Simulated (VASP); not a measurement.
# SrO (I4/mmm) in VASP: single point with HSE06

Aim: the single point of SrO with HSE06.

All numbers are computed with VASP 6.6.1; they aren't measurements. Logs are shortened: lines on timing, memory, paths and dates and some standing lists are left out, and cuts for length are marked.

### 1 The cell of the first run

The structure is tetragonal, space group I4/mmm (No. 139). The conventional cell has a = 3.739 Å, b = 3.739 Å, c = 5.096 Å, α = 90.00°, β = 90.00°, γ = 90.00°. Sr (site symmetry 4/mmm) has 6 O at 2.55 to 2.64 Å within 3.4 Å. Within 3.4 Å of O (site symmetry 4/mmm) lie 6 Sr at 2.55 to 2.64 Å.

### 2 Single point, HSE06 (epitaxial xy strain +2.5%)

POSCAR reads:

```
SrO
1.0
    0.0000000000      2.6441316455      2.5479726633
    2.6441316455      0.0000000000      2.5479726633
    2.6441316455      2.6441316455      0.0000000000
Sr O
1 1
Direct
    0.0000000000      0.0000000000      0.0000000000
    0.5000000000      0.5000000000      0.5000000000
```

INCAR.step1 reads:

```
PREC = Accurate ; ENCUT = 520
EDIFF = 1E-5 ; ISMEAR = 0
SIGMA = 0.01 ; LREAL = F
LASPH = T ; NELM = 100
ALGO = Normal ; ISIF = 2
LWAVE = T ; LCHARG = F
GGA = PE ; NBANDS = 15
```

INCAR.step2 reads:

```
PREC = Accurate ; ENCUT = 520
EDIFF = 1E-6 ; ISMEAR = 0
SIGMA = 0.01 ; LREAL = F
LASPH = T ; NELM = 100
ALGO = Normal ; ISIF = 2
LWAVE = F ; LCHARG = F
GGA = PE ; LHFCALC = T
HFSCREEN = 0.2079 ; PRECFOCK = Normal
ISTART = 1 ; NBANDS = 15
```

KPOINTS reads:

```
Automatic mesh
0
Gamma
  6 6 6
```

Potentials or basis: VASP PAW PBE potentials, release 64 (Sr_sv, O).

Started as:

```sh
cat potpaw_PBE.64/Sr_sv/POTCAR potpaw_PBE.64/O/POTCAR > POTCAR
cp INCAR.step1 INCAR
mpirun -np 1 vasp_std > vasp.out
cp INCAR.step2 INCAR
mpirun -np 1 vasp_std > vasp.out
```

OUTCAR:

```text
PREC = Accurate
   ENCUT = 520
   EDIFF = 1E-6
   ISMEAR = 0
   LREAL = F
   LASPH = T
   NELM = 100
   ISIF = 2
   GGA = PE
   LHFCALC = T
   HFSCREEN = 0.2079
   PRECFOCK = Normal
   ISTART = 1

 ion  position               nearest neighbor table
   1  0.000  0.000  0.000-   2 2.55   2 2.55   2 2.64   2 2.64   2 2.64   2 2.64
   2  0.500  0.500  0.500-   1 2.55   1 2.55   1 2.64   1 2.64   1 2.64   1 2.64

  LATTYP: Found a body centered tetragonal cell.
 ALAT       =     3.7393668338
 C/A-ratio  =     1.3627829398

  Lattice vectors:

 A1 = (   0.0000000000,  -2.6441316455,  -2.5479726633)
 A2 = (   0.0000000000,   2.6441316455,  -2.5479726633)
 A3 = (   2.6441316455,   0.0000000000,   2.5479726633)

Analysis of symmetry for initial positions (statically):
=====================================================================
 Subroutine PRICEL returns:
 Original cell was already a primitive cell.

 Routine SETGRP: Setting up the symmetry group for a
 body centered tetragonal supercell.

 Subroutine GETGRP returns: Found 16 space group operations
 (whereof 16 operations were pure point group operations)
 out of a pool of 16 trial point group operations.

The static configuration has the point symmetry D_4h.

Analysis of symmetry for dynamics (positions and initial velocities):
=====================================================================
 Subroutine PRICEL returns:
 Original cell was already a primitive cell.

 Routine SETGRP: Setting up the symmetry group for a
 body centered tetragonal supercell.

 Subroutine GETGRP returns: Found 16 space group operations
 (whereof 16 operations were pure point group operations)
 out of a pool of 16 trial point group operations.

The dynamic configuration has the point symmetry D_4h.

 Subroutine INISYM returns: Found 16 space group operations
 (whereof 16 operations are pure point group operations),
 and found     1 'primitive' translations

----------------------------------------------------------------------------------------

                                     Primitive cell

  volume of cell :      35.6280

  direct lattice vectors                    reciprocal lattice vectors
     0.000000000  2.644131645  2.547972663    -0.189097998  0.189097998  0.196234444
     2.644131645  0.000000000  2.547972663     0.189097998 -0.189097998  0.196234444
     2.644131645  2.644131645  0.000000000     0.189097998  0.189097998 -0.196234444

  length of vectors
     3.672001750  3.672001750  3.739366834     0.331698753  0.331698753  0.331698753

  position of ions in fractional coordinates (direct lattice)
     0.000000000  0.000000000  0.000000000
     0.500000000  0.500000000  0.500000000

  ion indices of the primitive-cell ions
   primitive index   ion index
                 1           1
                 2           2

----------------------------------------------------------------------------------------

 KPOINTS: Automatic mesh

Automatic generation of k-mesh.
 Grid dimensions read from file:
 generate k-points for:    6    6    6

 Generating k-lattice:

  Cartesian coordinates                     Fractional coordinates (reciprocal lattice)
    -0.031516333  0.031516333  0.032705741     0.166666667  0.000000000  0.000000000
     0.031516333 -0.031516333  0.032705741     0.000000000  0.166666667  0.000000000
     0.031516333  0.031516333 -0.032705741    -0.000000000 -0.000000000  0.166666667

  Length of vectors
     0.055283125  0.055283125  0.055283125

  Shift w.r.t. Gamma in fractional coordinates (k-lattice)
     0.000000000  0.000000000  0.000000000

 Subroutine IBZKPT returns following result:
 ===========================================

 Found     30 irreducible k-points:

 Following reciprocal coordinates:
            Coordinates               Weight
  0.000000  0.000000  0.000000      1.000000
  0.166667 -0.000000  0.000000      8.000000
  0.333333 -0.000000  0.000000      8.000000
  0.500000 -0.000000  0.000000      4.000000
  0.166667  0.166667  0.000000      2.000000
  0.333333  0.166667  0.000000      8.000000
[... 16 lines left out ...]
  0.333333  0.000000  0.333333      4.000000
  0.500000  0.000000  0.333333     16.000000
 [... further k-points ...]
   k-points           NKPTS =     30   k-points in BZ     NKDIM =    216   number of bands    NBANDS=     15
   number of dos      NEDOS =    301   number of ions     NIONS =      2
   total plane-waves  NPLWV =  21952
   dimension x,y,z NGX =    28 NGY =   28 NGZ =   28
   dimension x,y,z NGXF=    56 NGYF=   56 NGZF=   56
   ions per type =               1   1
   NGX,Y,Z   is equivalent  to a cutoff of  12.68, 12.68, 12.45 a.u.
   NGXF,Y,Z  is equivalent  to a cutoff of  25.35, 25.35, 24.90 a.u.
 SYSTEM =  unknown system
   PREC   = accura    normal or accurate (medium, high low for compatibility)
   ISTART =      1    job   : 0-new  1-cont  2-samecut
   ICHARG =      0    charge: 1-file 2-atom 10-const
   ISPIN  =      1    spin polarized calculation?
   LNONCOLLINEAR =      F non collinear calculations
   LSORBIT =      F    spin-orbit coupling
   LASPH  =      T    aspherical Exc in radial PAW
   ENCUT  =  520.0 eV  38.22 Ry    6.18 a.u.   6.83  6.83  6.95*2*pi/ulx,y,z
   NELM   =    100;   NELMIN=  2; NELMDL=  0     # of ELM steps
   EDIFF  = 0.1E-05   stopping-criterion for ELM
   LREAL  =      F    real-space projection
   EDIFFG = 0.1E-04   stopping-criterion for IOM
   NSW    =      0    number of steps for IOM
   IBRION =     -1    ionic relax: 0-MD 1-quasi-New 2-CG
   NFREE  =      0    steps in history (QN), initial steepest desc. (CG)
   ISIF   =      2    stress and relaxation
   ISYM   =      3    0-nonsym 1-usesym 2-fastsym
   POTIM  = 0.5000    time-step for ionic-motion
   TEBEG  =    0.0;   TEEND  =   0.0 temperature during run
   PSTRESS=    0.0 pullay stress
   NELECT =      16.0000    total number of electrons
   NUPDOWN=      -1.0000    fix difference up-down
   EMIN   =  10.00;   EMAX   =-10.00  energy-range for DOS
   EFERMI =   0.00;   METHOD = LEGACY
   ISMEAR =     0;   SIGMA  =   0.01  broadening in eV -4-tet -1-fermi 0-gaus
   EFERMI_NEDOS =   21; number of points for ismear=-14 and -15
   IALGO  =     38    algorithm
   IMIX   =      1    mixing-type and parameters
     AMIX     =   0.40;   BMIX     =  1.00
     AMIX_MAG =   1.60;   BMIX_MAG =  1.00
  volume/ion in A,a.u.               =      17.81       120.21
  Fermi-wavevector in a.u.,A,eV,Ry     =   1.253674  2.369100 21.384247  1.571698
  Thomas-Fermi vector in A             =   2.387515
   LORBIT       =      0    0 simple, 1 ext, 2 COOP (PROOUT), +10 PAW based schemes
   GGA     = PE    functional components
   LHFCALC =     T    Hartree Fock is set to
   PRECFOCK=normal    Normal, Fast or Accurate (Low or Medium for compatibility)
   ENCUT4O =  -1.0   cutoff for four orbital integrals eV
   NKREDX  =     1    reduce k-point grid by
   NKREDY  =     1    reduce k-point grid by
   NKREDZ  =     1    reduce k-point grid by
   AEXX    =    0.2500 exact exchange contribution
   HFSCREEN=    0.2079 screening length (either q_TF or 0.3 A-1)
   HFSCREENC=   0.2079 screening length for correlation (either q_TF or 0.3 A-1)
   ENCUTFOCK=  -1.0 apply spherical cutoff to Coloumb kernel
   IVDW    =     0    specifies the selected vdW correction
   LEPSILON=     F    determine dielectric tensor
   LRPA    =     F    only Hartree local field effects (RPA)
 non-spin polarized calculation
 Gauss-broadening in eV      SIGMA  =   0.01
  energy-cutoff  :      520.00
  volume of cell :       35.63
 maximum number of plane-waves:       984
  NGX = 24; NGY = 24; NGZ = 24

 number of electron      16.0000004 magnetization

 Free energy of the ion-electron system (eV)
  ---------------------------------------------------
  ext. energy  EPLUGINS =         0.00000000
  ---------------------------------------------------
  free energy    TOTEN  =       -14.16190788 eV

  energy without entropy =      -14.16190788  energy(sigma->0) =      -14.16190788

 E-fermi :   0.5602     XC(G=0):  -8.0890

 val. band max:        0.4579857778   @ k =   0.0000   0.0000   0.0000
 cond. band min:       5.0522202009   @ k =   0.5000   0.5000   0.0000
 fundamental gap:      4.5942344231
 Fermi energy:         0.5601913941

 k-point     1 :       0.0000    0.0000    0.0000
  band No.  band energies     occupation
      1     -34.1088      2.00000
      2     -16.1106      2.00000
      3     -14.5128      2.00000
      4     -14.5128      2.00000
      5     -14.4950      2.00000
      6       0.3686      2.00000
      7       0.3686      2.00000
      8       0.4580      2.00000
      9       5.4774      0.00000
     10       8.0620      0.00000
     11       8.0620      0.00000
     12       8.3332      0.00000
     13      10.0467      0.00000
     14      10.5875      0.00000
     15      14.4318      0.00000

 k-point     2 :       0.1667   -0.0000    0.0000
  band No.  band energies     occupation
      1     -34.0789      2.00000
      2     -16.5275      2.00000
      3     -14.5374      2.00000
      4     -14.5150      2.00000
      5     -14.1512      2.00000
      6      -0.3027      2.00000
      7       0.0674      2.00000
      8       0.1019      2.00000
      9       6.6153      0.00000
     10       7.9145      0.00000
     11       8.6200      0.00000
     12       8.7601      0.00000
     13      10.7264      0.00000
     14      11.2988      0.00000
     15      16.0920      0.00000
[... 365 lines left out ...]
      3     -14.7587      2.00000
      4     -14.7253      2.00000
      5     -14.5590      2.00000
      6      -0.7874      2.00000
      7       0.2051      2.00000
      8       0.3179      2.00000
      9       5.7011      0.00000
     10       8.5126      0.00000
     11      11.6118      0.00000
     12      11.6528      0.00000
     13      11.6544      0.00000
     14      12.2405      0.00000
     15      18.0047      0.00000

 k-point    24 :       0.5000    0.0000    0.3333
  band No.  band energies     occupation
      1     -33.9661      2.00000
      2     -16.5681      2.00000
      3     -15.1165      2.00000
      4     -14.7548      2.00000
      5     -14.4032      2.00000
      6      -0.4830      2.00000
      7      -0.1464      2.00000
      8       0.0327      2.00000
      9       6.0400      0.00000
     10       9.6667      0.00000
     11      10.8744      0.00000
     12      12.1729      0.00000
     13      12.7206      0.00000
     14      14.0524      0.00000
     15      15.3296      0.00000

 [... further k-points ...]

------------------------ aborting loop because EDIFF is reached ----------------------------------------

  FORCE on cell =-STRESS in cart. coord.  units (eV):
  Direction    XX          YY          ZZ          XY          YZ          ZX
  --------------------------------------------------------------------------------------
  -------------------------------------------------------------------------------------
  Total       -0.9054007     -0.9054007      0.0067993      0.0000000      0.0000000      0.0000000
  in kB      -40.7155678    -40.7155678      0.3057611      0.0000000      0.0000000      0.0000000
  external PRESSURE =     -27.0417915 kB  Pullay stress =       0.0000000 kB

 VOLUME and BASIS-vectors are now :
 -----------------------------------------------------------------------------
  energy-cutoff  :      520.00
  volume of cell :       35.63
      direct lattice vectors                 reciprocal lattice vectors
     0.000000000  2.644131645  2.547972663    -0.189097998  0.189097998  0.196234444
     2.644131645  0.000000000  2.547972663     0.189097998 -0.189097998  0.196234444
     2.644131645  2.644131645  0.000000000     0.189097998  0.189097998 -0.196234444

 POSITION                                       TOTAL-FORCE (eV/Angst)
 -----------------------------------------------------------------------------------
      0.00000      0.00000      0.00000        -0.000000      0.000000     -0.000000
      2.64413      2.64413      2.54797         0.000000      0.000000      0.000000
 -----------------------------------------------------------------------------------
    total drift:                                0.000000      0.000000     -0.000002

  FREE ENERGIE OF THE ION-ELECTRON SYSTEM (eV)
  ---------------------------------------------------
  free  energy   TOTEN  =       -14.1619078839 eV

  energy  without entropy=      -14.1619078839  energy(sigma->0) =      -14.16190788
```

Run time: 48 min. Hardware: 1 thread of Intel Xeon Platinum 8488C (Sapphire Rapids), shared host; peak memory 0.28 GiB.

What came out:

* Free energy: -14.1619 eV
* Pressure: -2.7 GPa
* Band gap on the k mesh: 4.59 eV (least direct gap 4.83 eV)

Caveat: the cell differs from its parent crystal (epitaxial xy strain +2.5%); the PAW data sets were made with another functional, which shifts forces and pressure a little.
